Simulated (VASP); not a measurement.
The system is InGa3P4.

```
In Ga P
1.0
     5.50161    0.01330    0.00414
     0.01330    5.62059   -0.00207
     0.00414   -0.00207    5.51963
In Ga P
1 3 4
Direct
  0.51182 0.47826 0.51392
  0.99547 0.00632 0.47996
  0.01266 0.51327 0.01494
  0.49130 0.99935 0.99922
  0.74801 0.75507 0.74352
  0.75890 0.24321 0.24034
  0.24518 0.74874 0.25159
  0.23667 0.25580 0.75652
```

| Quantity | Value |
| --- | --- |
| Program | VASP 6.6.1 |
| Task | relaxation of cell and atoms |
| Functional | PBE |
| Potentials or basis | VASP PAW PBE potentials, release 64 (In_d, Ga_d, P) |
| Cutoff | 600 eV |
| k mesh | 4 × 4 × 4 |
| Occupations | gaussian, width 0.1 eV |
| Spin | no spin polarisation |

At the start: pressure 4.0 GPa; volume 21.33 Å³/atom.

Question: Where does the relaxation end?

Answer: Over 13 steps the energy falls by 59.8 meV/atom and the volume is 22.21 Å³/atom (+4.1 %); space group Cm (No. 8, to 0.1 Å) before, P-43m (No. 215, to 0.1 Å).

Step by step:
```tsv
step	energy change (eV)	largest force (eV/Å)	pressure (GPa)	volume (Å³)
1	0.0000	1.8819	3.97	170.68
2	-0.3647	0.3908	-2.39	184.04
3	-0.3818	0.4599	-1.47	181.48
4	-0.4440	0.2012	-0.16	177.71
5	-0.4468	0.1879	0.22	176.74
6	-0.4539	0.1657	0.06	177.16
7	-0.4588	0.2228	-0.21	177.89
8	-0.4639	0.1777	-0.13	177.71
9	-0.4699	0.1577	0.10	177.20
10	-0.4753	0.0892	0.07	177.32
11	-0.4771	0.0756	0.03	177.43
12	-0.4784	0.0402	-0.03	177.58
13	-0.4786	0.0193	-0.07	177.66
```

Final structure:
```xyz
8
Lattice="5.6230 0.0002 0.0004 0.0006 5.6185 0.0017 0.0002 0.0013 5.6235" Properties=species:S:1:pos:R:3 pbc="T T T"
In    2.8125    2.8086    2.8137
Ga    0.0021    5.6173    2.8123
Ga    5.6217    2.8119    5.6216
Ga    2.8103    0.0023    0.0035
P     4.2730    4.2732    4.2750
P     4.2754    1.3503    1.3503
P     1.3510    4.2672    1.3519
P     1.3495    1.3489    4.2739
```
